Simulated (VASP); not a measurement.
# AlNi (Pm-3m) in VASP: further runs, part 2 of 2

VASP 6.6.1. Earlier steps stand in the parts before.

### 3 Single point, LDA

The input, INCAR:

```
SYSTEM = AlNi
PREC = Accurate
ENCUT = 520
EDIFF = 1E-6
ISMEAR = -1
SIGMA = 0.1
LREAL = .False.
LASPH = .True.
NELM = 80
ALGO = Normal
ISIF = 2
LWAVE = .False.
LCHARG = .False.
NBANDS = 14
```

The input, KPOINTS:

```
regular mesh
0
Gamma
  12 12 12
  0 0 0
```

The input, POSCAR:

```
AlNi
1.0
    2.8331469368      0.0000000000      0.0000000000
    0.0000000000      2.8331469368      0.0000000000
    0.0000000000      0.0000000000      2.8331469368
Al Ni
1 1
Direct
    0.0000000000      0.0000000000      0.0000000000
    0.5000000000      0.5000000000      0.5000000000
```

Potentials or basis: VASP PAW LDA potentials, release 64 (Al, Ni).

Command:

```
> cat potpaw_LDA.64/Al/POTCAR potpaw_LDA.64/Ni/POTCAR > POTCAR
> mpirun -np 1 vasp_std > vasp.out
```

OUTCAR:

```text
SYSTEM = AlNi
   PREC = Accurate
   ENCUT = 520
   EDIFF = 1E-6
   ISMEAR = -1
   LREAL = .False.
   LASPH = .True.
   NELM = 80
   ISIF = 2

 ion  position               nearest neighbor table
   1  0.000  0.000  0.000-   2 2.45   2 2.45   2 2.45   2 2.45   2 2.45   2 2.45   2 2.45   2 2.45

   2  0.500  0.500  0.500-   1 2.45   1 2.45   1 2.45   1 2.45   1 2.45   1 2.45   1 2.45   1 2.45

  LATTYP: Found a simple cubic cell.
 ALAT       =     2.8331469368

  Lattice vectors:

 A1 = (   2.8331469368,   0.0000000000,   0.0000000000)
 A2 = (   0.0000000000,   2.8331469368,   0.0000000000)
 A3 = (   0.0000000000,   0.0000000000,   2.8331469368)

Analysis of symmetry for initial positions (statically):
=====================================================================
 Subroutine PRICEL returns:
 Original cell was already a primitive cell.

 Routine SETGRP: Setting up the symmetry group for a
 simple cubic supercell.

 Subroutine GETGRP returns: Found 48 space group operations
 (whereof 48 operations were pure point group operations)
 out of a pool of 48 trial point group operations.

The static configuration has the point symmetry O_h .

Analysis of symmetry for dynamics (positions and initial velocities):
=====================================================================
 Subroutine PRICEL returns:
 Original cell was already a primitive cell.

 Routine SETGRP: Setting up the symmetry group for a
 simple cubic supercell.

 Subroutine GETGRP returns: Found 48 space group operations
 (whereof 48 operations were pure point group operations)
 out of a pool of 48 trial point group operations.

The dynamic configuration has the point symmetry O_h .

 Subroutine INISYM returns: Found 48 space group operations
 (whereof 48 operations are pure point group operations),
 and found     1 'primitive' translations

----------------------------------------------------------------------------------------

[... 116 lines left out ...]
   LORBIT       =      0    0 simple, 1 ext, 2 COOP (PROOUT), +10 PAW based schemes
   GGA     = CA    functional components
   LHFCALC =     F    Hartree Fock is set to
   AEXX    =    0.0000 exact exchange contribution
   IVDW    =     0    specifies the selected vdW correction
   LEPSILON=     F    determine dielectric tensor
   LRPA    =     F    only Hartree local field effects (RPA)
 non-spin polarized calculation
  energy-cutoff  :      520.00
  volume of cell :       22.74
 maximum number of plane-waves:       627
 NGX is ok and might be reduce to    24
   NGX = 11   NGY = 11   NGZ = 11

 number of electron      12.9999995 magnetization

 Free energy of the ion-electron system (eV)
  ---------------------------------------------------
  ext. energy  EPLUGINS =         0.00000000
  ---------------------------------------------------
  free energy    TOTEN  =       -12.20773582 eV

  energy without entropy =      -12.18070519  energy(sigma->0) =      -12.19422051

 E-fermi :  10.4596     XC(G=0): -12.5471

 val. band max:       10.4537556127   @ k =   0.5000   0.4167   0.3333
 cond. band min:      10.4836589273   @ k =   0.3333   0.1667   0.0000
 fundamental gap:      0.0299033146
 Fermi energy:        10.4596352758

 k-point     1 :       0.0000    0.0000    0.0000
  band No.  band energies     occupation
      1      -1.0243      2.00000
      2       6.9307      2.00000
      3       6.9307      2.00000
      4       8.7533      2.00000
      5       8.7533      2.00000
      6       8.7533      2.00000
      7      16.1143      0.00000
      8      16.1143      0.00000
      9      16.1143      0.00000
     10      18.8137      0.00000
     11      18.8137      0.00000
     12      24.9106      0.00000
     13      31.8219      0.00000
     14      31.8219      0.00000
[... 377 lines left out ...]
      1       3.7681      2.00000
      2       5.8686      2.00000
      3       7.4060      2.00000
      4       7.8447      2.00000
      5       8.1715      2.00000
      6       8.3226      2.00000
      7       9.8419      1.99586
      8      13.0648      0.00000
      9      15.2087      0.00000
     10      21.8016      0.00000
     11      23.5938      0.00000
     12      24.5109      0.00000
     13      26.6566      0.00000
     14      26.9795      0.00000

 [... further k-points ...]
[... 5 lines left out ...]
  --------------------------------------------------------------------------------------
  -------------------------------------------------------------------------------------
  Total        0.0528263      0.0528263      0.0528263     -0.0000000     -0.0000000      0.0000000
  in kB        3.7218066      3.7218066      3.7218066     -0.0000000     -0.0000000      0.0000000
  external PRESSURE =       3.7218066 kB  Pullay stress =       0.0000000 kB

 VOLUME and BASIS-vectors are now :
 -----------------------------------------------------------------------------
  energy-cutoff  :      520.00
  volume of cell :       22.74
      direct lattice vectors                 reciprocal lattice vectors
     2.833146937  0.000000000  0.000000000     0.352964397  0.000000000  0.000000000
     0.000000000  2.833146937  0.000000000     0.000000000  0.352964397  0.000000000
     0.000000000  0.000000000  2.833146937     0.000000000  0.000000000  0.352964397

 POSITION                                       TOTAL-FORCE (eV/Angst)
 -----------------------------------------------------------------------------------
      0.00000      0.00000      0.00000         0.000000      0.000000      0.000000
      1.41657      1.41657      1.41657         0.000000      0.000000      0.000000
 -----------------------------------------------------------------------------------
    total drift:                                0.000000      0.000000     -0.000000

  FREE ENERGIE OF THE ION-ELECTRON SYSTEM (eV)
  ---------------------------------------------------
  free  energy   TOTEN  =       -12.2077358175 eV

  energy  without entropy=      -12.1807051942  energy(sigma->0) =      -12.19422051
```

OSZICAR:

```text
N       E                     dE             d eps       ncg     rms          rms(c)
DAV:   1     0.414288579881E+02    0.41429E+02   -0.55639E+03  2376   0.999E+02
DAV:   2    -0.118338198307E+02   -0.53263E+02   -0.48436E+02  2502   0.184E+02
DAV:   3    -0.136419537713E+02   -0.18081E+01   -0.17916E+01  3030   0.378E+01
DAV:   4    -0.136646908081E+02   -0.22737E-01   -0.22731E-01  2804   0.389E+00
DAV:   5    -0.136652702102E+02   -0.57940E-03   -0.57939E-03  3072   0.669E-01    0.121E+01
DAV:   6    -0.152292964588E+02   -0.15640E+01   -0.41617E+01  2724   0.938E+01    0.146E+01
DAV:   7    -0.122400617552E+02    0.29892E+01   -0.12736E+01  2778   0.562E+01    0.993E-01
DAV:   8    -0.122236990251E+02    0.16363E-01   -0.22165E-01  2978   0.491E+00    0.101E+00
DAV:   9    -0.122080001827E+02    0.15699E-01   -0.41328E-02  3052   0.269E+00    0.169E-01
DAV:  10    -0.122077356582E+02    0.26452E-03   -0.87555E-04  3038   0.396E-01    0.805E-02
DAV:  11    -0.122077364888E+02   -0.83052E-06   -0.31344E-05  3114   0.496E-02    0.131E-02
DAV:  12    -0.122077358175E+02    0.67123E-06   -0.21072E-06  2210   0.205E-02
   1 F= -.12207736E+02 E0= -.12194221E+02  d E =-.270306E-01
```

Run time: 18 s. Hardware: 1 thread of Intel Xeon 8259CL, shared host; peak memory 0.15 GiB.

What came out:

```
Free energy : -12.2077 eV
Pressure    : 0.4 GPa
```

Levels at points of the mesh, in eV from the Fermi level:
| k point | band 4 | band 5 | band 6 | band 7 | band 8 | band 9 | band 10 | band 11 |
| --- | --- | --- | --- | --- | --- | --- | --- | --- |
| (0.00, 0.00, 0.00) | -1.71 | -1.71 | -1.71 | 5.65 | 5.65 | 5.65 | 8.35 | 8.35 |
| (0.50, 0.00, 0.00) | -2.46 | -2.46 | -1.61 | -0.73 | 8.39 | 10.20 | 10.20 | 11.30 |
| (0.50, 0.50, 0.00) | -3.00 | -2.28 | -2.28 | -1.14 | 1.52 | 2.69 | 12.67 | 15.51 |
| (0.50, 0.50, 0.50) | -1.11 | -1.11 | 1.96 | 1.96 | 1.96 | 4.02 | 4.68 | 4.68 |

### 4 Relaxation of cell and atoms, LDA

This run uses another cell than the first one, of 11.96 Å³/atom, 1.052 times its volume.

The input, INCAR:

```
PREC = Accurate
ENCUT = 600
EDIFF = 1E-7
ISMEAR = -1
SIGMA = 0.1
LREAL = False
LASPH = True
NELM = 60
ALGO = Normal
ISIF = 3
LWAVE = False
LCHARG = False
IBRION = 2
NSW = 100
EDIFFG = -0.002
```

The input, KPOINTS:

```
regular mesh
0
Gamma
  12 12 12
```

The input, POSCAR:

```
AlNi
1.0
    2.8810000000      0.0000000000      0.0000000000
    0.0000000000      2.8810000000      0.0000000000
    0.0000000000      0.0000000000      2.8810000000
Al Ni
1 1
Direct
    0.0000000000      0.0000000000      0.0000000000
    0.5000000000      0.5000000000      0.5000000000
```

Potentials or basis: VASP PAW LDA potentials, release 64 (Al, Ni).

Command:

```
> cat potpaw_LDA.64/Al/POTCAR potpaw_LDA.64/Ni/POTCAR > POTCAR
> mpirun -np 1 vasp_std > vasp.out
```

OUTCAR:

```text
PREC = Accurate
   ENCUT = 600
   EDIFF = 1E-7
   ISMEAR = -1
   LREAL = False
   LASPH = True
   NELM = 60
   ISIF = 3
   IBRION = 2
   NSW = 100
   EDIFFG = -0.002

 ion  position               nearest neighbor table
   1  0.000  0.000  0.000-   2 2.50   2 2.50   2 2.50   2 2.50   2 2.50   2 2.50   2 2.50   2 2.50

   2  0.500  0.500  0.500-   1 2.50   1 2.50   1 2.50   1 2.50   1 2.50   1 2.50   1 2.50   1 2.50

  LATTYP: Found a simple cubic cell.
 ALAT       =     2.8810000000

  Lattice vectors:

 A1 = (   2.8810000000,   0.0000000000,   0.0000000000)
 A2 = (   0.0000000000,   2.8810000000,   0.0000000000)
 A3 = (   0.0000000000,   0.0000000000,   2.8810000000)

Analysis of symmetry for initial positions (statically):
=====================================================================
 Subroutine PRICEL returns:
 Original cell was already a primitive cell.

 Routine SETGRP: Setting up the symmetry group for a
 simple cubic supercell.

 Subroutine GETGRP returns: Found 48 space group operations
 (whereof 48 operations were pure point group operations)
 out of a pool of 48 trial point group operations.

The static configuration has the point symmetry O_h .

Analysis of symmetry for dynamics (positions and initial velocities):
=====================================================================
 Subroutine PRICEL returns:
 Original cell was already a primitive cell.

 Routine SETGRP: Setting up the symmetry group for a
 simple cubic supercell.

 Subroutine GETGRP returns: Found 48 space group operations
 (whereof 48 operations were pure point group operations)
 out of a pool of 48 trial point group operations.

The dynamic configuration has the point symmetry O_h .

 Subroutine INISYM returns: Found 48 space group operations
 (whereof 48 operations are pure point group operations),
 and found     1 'primitive' translations

----------------------------------------------------------------------------------------

                                     Primitive cell

  volume of cell :      23.9128

  direct lattice vectors                    reciprocal lattice vectors
     2.881000000  0.000000000  0.000000000     0.347101701  0.000000000  0.000000000
     0.000000000  2.881000000  0.000000000     0.000000000  0.347101701  0.000000000
     0.000000000  0.000000000  2.881000000     0.000000000  0.000000000  0.347101701
[... 98 lines left out ...]
   EFERMI =   0.00;   METHOD = LEGACY
   ISMEAR =    -1;   SIGMA  =   0.10  broadening in eV -4-tet -1-fermi 0-gaus
   EFERMI_NEDOS =   21; number of points for ismear=-14 and -15
   IALGO  =     38    algorithm
   IMIX   =      4    mixing-type and parameters
     AMIX     =   0.40;   BMIX     =  1.00
     AMIX_MAG =   1.60;   BMIX_MAG =  1.00
  volume/ion in A,a.u.               =      11.96        80.69
  Fermi-wavevector in a.u.,A,eV,Ry     =   1.336122  2.524904 24.289410  1.785221
  Thomas-Fermi vector in A             =   2.464773
   LORBIT       =      0    0 simple, 1 ext, 2 COOP (PROOUT), +10 PAW based schemes
   GGA     = CA    functional components
   LHFCALC =     F    Hartree Fock is set to
   AEXX    =    0.0000 exact exchange contribution
   IVDW    =     0    specifies the selected vdW correction
   LEPSILON=     F    determine dielectric tensor
   LRPA    =     F    only Hartree local field effects (RPA)
 conjugate gradient relaxation of ions
 non-spin polarized calculation
  energy-cutoff  :      600.00
  volume of cell :       23.91
 maximum number of plane-waves:       840
 NGX is ok and might be reduce to    24
   NGX = 11   NGY = 11   NGZ = 11

--------------------------------------- Ionic step        1  -------------------------------------------

 number of electron      13.0000015 magnetization

 Free energy of the ion-electron system (eV)
  ---------------------------------------------------
  ext. energy  EPLUGINS =         0.00000000
  ---------------------------------------------------
  free energy    TOTEN  =       -12.17784676 eV

  energy without entropy =      -12.14971237  energy(sigma->0) =      -12.16377957

 E-fermi :   9.7751     XC(G=0): -12.3006

 val. band max:        9.7168286203   @ k =   0.4167   0.2500   0.2500
 cond. band min:       9.7814217653   @ k =   0.3333   0.1667   0.0000
 fundamental gap:      0.0645931450
 Fermi energy:         9.7751363402

 k-point     1 :       0.0000    0.0000    0.0000
  band No.  band energies     occupation
      1      -1.3333      2.00000
      2       6.5016      2.00000
      3       6.5016      2.00000
      4       8.1806      2.00000
      5       8.1806      2.00000
      6       8.1806      2.00000
      7      15.2184      0.00000
      8      15.2184      0.00000
      9      15.2184      0.00000
     10      17.9730      0.00000
[... 478 lines left out ...]
--------------------------------------- Ionic step        6  -------------------------------------------

 number of electron      12.9999995 magnetization

 Free energy of the ion-electron system (eV)
  ---------------------------------------------------
  ext. energy  EPLUGINS =         0.00000000
  ---------------------------------------------------
  free energy    TOTEN  =       -12.20815047 eV

  energy without entropy =      -12.18108839  energy(sigma->0) =      -12.19461943

 E-fermi :  10.4404     XC(G=0): -12.5403

 val. band max:       10.4354202190   @ k =   0.5000   0.4167   0.3333
 cond. band min:      10.4639573322   @ k =   0.3333   0.1667   0.0000
 fundamental gap:      0.0285371131
 Fermi energy:        10.4404297772

 k-point     1 :       0.0000    0.0000    0.0000
  band No.  band energies     occupation
      1      -1.0333      2.00000
      2       6.9189      2.00000
      3       6.9189      2.00000
      4       8.7375      2.00000
      5       8.7375      2.00000
      6       8.7375      2.00000
      7      16.0890      0.00000
      8      16.0890      0.00000
      9      16.0890      0.00000
     10      18.7901      0.00000
[... 328 lines left out ...]
  FREE ENERGIE OF THE ION-ELECTRON SYSTEM (eV)
  ---------------------------------------------------
  free  energy   TOTEN  =       -12.2081504680 eV

  energy  without entropy=      -12.1810883860  energy(sigma->0) =      -12.19461943

 reached required accuracy - stopping structural energy minimisation
```

OSZICAR:

```text
N       E                     dE             d eps       ncg     rms          rms(c)
DAV:   1     0.418128071095E+02    0.41813E+02   -0.62993E+03  1688   0.154E+03
DAV:   2    -0.121800007884E+02   -0.53993E+02   -0.51196E+02  1690   0.217E+02
DAV:   3    -0.135588272732E+02   -0.13788E+01   -0.13591E+01  1990   0.446E+01
[... 50 lines left out ...]
DAV:   1    -0.122081766253E+02   -0.27692E-04   -0.34090E-04  1788   0.362E-01    0.465E-02
DAV:   2    -0.122082008299E+02   -0.24205E-04   -0.89430E-04  1890   0.536E-01    0.565E-02
DAV:   3    -0.122081512088E+02    0.49621E-04   -0.34966E-04  1876   0.340E-01    0.698E-03
DAV:   4    -0.122081504769E+02    0.73188E-06   -0.23838E-06  1712   0.178E-02    0.107E-03
DAV:   5    -0.122081504680E+02    0.88869E-08   -0.80381E-08   868   0.461E-03
   6 F= -.12208150E+02 E0= -.12194619E+02  d E =-.572588E-05
```

CONTCAR:

```text
AlNi
   1.00000000000000
     2.8344417470389711   -0.0000000000000000    0.0000000000000000
    -0.0000000000000000    2.8344417470389711    0.0000000000000000
    -0.0000000000000000   -0.0000000000000000    2.8344417470389711
  Al              Ni
     1     1
Direct
     0.0000000000000000    0.0000000000000000    0.0000000000000000
     0.5000000000000000    0.5000000000000000    0.5000000000000000

  0.00000000E+00  0.00000000E+00  0.00000000E+00
  0.00000000E+00  0.00000000E+00  0.00000000E+00
```

It took 69 s on 1 thread of Intel Xeon 8259CL, shared host; peak memory 0.15 GiB.

What came out:

| Item | Value |
| --- | --- |
| Free energy | -12.2082 eV |
| Relaxed volume | 11.39 Å³/atom |
| Relaxed cell | a = 2.834 Å, b = 2.834 Å, c = 2.834 Å, α = 90.00°, β = 90.00°, γ = 90.00° |
| Space group after relaxing (to 0.05 Å) | Pm-3m (No. 221) |
| Energy gained by relaxing | 15.2 meV/atom |
| Ionic steps | 6 |
| Pressure after relaxing | 0.0 GPa |

The path:
```
step  energy change (eV)  largest force (eV/Å)  pressure (GPa)  volume (Å³)
   1              0.0000                0.0000           -8.16        23.91
   2             -0.0080                0.0000            8.17        21.87
   3             -0.0303                0.0000           -0.06        22.78
   4             -0.0303                0.0000            0.11        22.76
   5             -0.0303                0.0000           -0.05        22.78
   6             -0.0303                0.0000           -0.01        22.77
```

Final structure:
```
Al Ni
1.0
     2.83444    0.00000    0.00000
     0.00000    2.83444    0.00000
     0.00000    0.00000    2.83444
Al Ni
1 1
Direct
  0.00000 0.00000 0.00000
  0.50000 0.50000 0.50000
```

Spin polarisation is off, so any magnetic state and its effect on volume and gap are missing. Zero-point motion and thermal expansion aren't in these numbers.
